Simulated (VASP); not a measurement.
Crystal: CdSe.

```xyz
2
Lattice="0.0000 3.0703 3.0703 3.0703 0.0000 3.0703 3.0703 3.0703 0.0000" Properties=species:S:1:pos:R:3 pbc="T T T"
Cd    0.0000    0.0000    0.0000
Se    4.6054    4.6054    4.6054
```

| Item | Value |
| --- | --- |
| Program | VASP 6.6.1 |
| Task | relaxation of cell and atoms |
| Functional | PBE |
| Potentials or basis | VASP PAW PBE potentials, release 64 (Cd, Se) |
| Cutoff | 600 eV |
| k mesh | 6 × 6 × 6 |
| Occupations | gaussian, width 0.01 eV |
| Spin | no spin polarisation |

At the start: pressure 1.5 GPa; volume 28.94 Å³/atom.

**Question.** Where does the relaxation end?

**Answer.** Over 3 steps the energy falls by 4.3 meV/atom and the volume is 29.88 Å³/atom (+3.2 %); space group F-43m (No. 216, to 0.05 Å).

Step by step:
| step | energy change (eV) | largest force (eV/Å) | pressure (GPa) | volume (Å³) |
| --- | --- | --- | --- | --- |
| 1 | 0.0000 | 0.0000 | 1.54 | 57.88 |
| 2 | -0.0081 | 0.0000 | -0.36 | 60.24 |
| 3 | -0.0087 | 0.0000 | 0.01 | 59.75 |

Final structure:
```
Cd Se
1.0
     0.00000    3.10291    3.10291
     3.10291    0.00000    3.10291
     3.10291    3.10291    0.00000
Cd Se
1 1
Direct
  0.00000 0.00000 0.00000
  0.75000 0.75000 0.75000
```
